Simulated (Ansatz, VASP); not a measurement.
# Sb: VASP beside Ansatz

```
Sb
1.0
     2.66405    0.00000    0.00000
    -1.33203    2.30714    0.00000
     0.00000    0.00000    4.25061
Sb
2
Cartesian
  0.0000 1.5381 1.0627
  1.3320 0.7690 3.1880
```

Change from the starting cell: volume scaled by 0.5, PAW files.

Alike in both runs: task single point; functional PBEsol; k mesh 13 × 13 × 7; occupations fermi-dirac, width 0.1 eV; no spin polarisation.

```csv
,VASP,Ansatz
version,VASP 6.6.1,Ansatz 0.2.0
potentials or method,"VASP PAW PBE potentials, release 64 (Sb)","PAW with Ansatz's default frozen-core files, scalar-relativistic"
plane-wave cutoff (eV),520,420
valence electrons in the cell,10,30
```

```csv
,VASP,Ansatz,Ansatz less VASP
pressure (GPa),240.7,231.6,-9.02
"traceless stress, the component that is largest in VASP (GPa)",0.00,0.10,+0.096
```

VASP's potentials were made for PBE, not for PBEsol. Both programs put the cell under a high pressure, so it lies far from rest at this level. With one functional, cell and mesh, what is left measures potentials, basis and numerics. VASP's potentials hold 10 valence electrons a cell and Ansatz's 30, so a difference there can come from the potentials and not from the codes.

Spin-orbit coupling is off throughout. Noted on VASP's run: the cell as given lies far from equilibrium.
